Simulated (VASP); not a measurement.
Ta3N: relaxation of cell and atoms with PBEsol

The system is Ta3N.

```
CELL_PARAMETERS angstrom
3.03222 0.00000 0.00000
-1.51611 2.62598 0.00000
0.00000 0.00000 7.52414
ATOMIC_POSITIONS crystal
Ta 0.66667 0.33333 0.82607
Ta 0.33333 0.66667 0.17393
Ta 0.00000 0.00000 0.50000
N 0.00000 0.00000 0.00000
```

* Program: VASP 6.6.1
* Task: relaxation of cell and atoms
* Functional: PBEsol
* Potentials or basis: VASP PAW PBE potentials, release 64 (Ta_pv, N)
* Cutoff: 600 eV
* k mesh: 10 × 10 × 4
* Occupations: fermi-dirac, width 0.05 eV
* Spin: no spin polarisation
* Dipole correction: no
* Further INCAR settings: ALGO = Normal; EDIFF = 1e-06; IBRION = 2; EDIFFG = -0.01; NSW = 60; ISIF = 3

| Quantity | Value |
| --- | --- |
| Relaxed volume | 14.53 Å³/atom |
| Relaxed cell | a = 2.999 Å, b = 2.999 Å, c = 7.463 Å, α = 90.00°, β = 90.00°, γ = 120.00° |
| Space group after relaxing (to 0.1 Å) | P-3m1 (No. 164) |
| Energy gained by relaxing | 11.8 meV/atom |
| Ionic steps | 9 |
| Pressure after relaxing | 0.0 GPa |
| Largest force after relaxing | 0.006 eV/Å |
| Band gap on the k mesh | zero (bands 19 and 20 overlap by 0.70 eV) |

Forces in eV/Å, atoms in the order of the input:
```
Ta   0.000  0.000 -0.006
Ta   0.000  0.000  0.006
Ta   0.000  0.000  0.000
N    0.000  0.000  0.000
```

Step by step:
```tsv
step	energy change (eV)	largest force (eV/Å)	pressure (GPa)	volume (Å³)
1	0.0000	0.3420	-7.79	59.91
2	0.2716	0.9146	24.69	53.82
3	-0.0468	0.0620	-0.18	58.15
4	-0.0468	0.0540	-0.02	58.11
5	-0.0468	0.0477	0.15	58.07
6	-0.0471	0.0050	0.16	58.09
7	-0.0471	0.0106	0.14	58.10
8	-0.0470	0.0062	-0.27	58.19
9	-0.0471	0.0062	-0.02	58.13
```

Final structure:
```yaml
crystal:
  lattice:
    - [2.99888, 0.00000, 0.00000]
    - [-1.49944, 2.59711, 0.00000]
    - [0.00000, 0.00000, 7.46315]
  atoms:
    - { symbol: Ta, position: [0.66667, 0.33333, 0.82697] }
    - { symbol: Ta, position: [0.33333, 0.66667, 0.17303] }
    - { symbol: Ta, position: [0.00000, 0.00000, 0.50000] }
    - { symbol: N, position: [0.00000, 0.00000, 0.00000] }
```

Levels at points of the mesh, in eV from the Fermi level:
```
           k point  band 17  band 18  band 19  band 20  band 21  band 22
(0.00, 0.00, 0.00)    -0.51    -0.51    -0.38     0.29     0.29     0.99
(0.50, 0.00, 0.00)    -1.14    -0.54     0.23     0.74     0.98     3.64
(0.00, 0.00, 0.50)    -1.19    -0.30    -0.30     0.57     0.57     1.26
(0.50, 0.00, 0.50)    -1.28    -1.27     0.22     0.99     1.32     2.51
```

Run time: 2.6 min on 1 thread of Intel(R) Xeon(R) 6975P-C (Granite Rapids), on a shared host, peak memory 0.23 GiB.

Caveat: the PAW data sets were made with another functional, which shifts forces and pressure a little; spin-orbit coupling is left out, which moves the levels of the heavy elements.
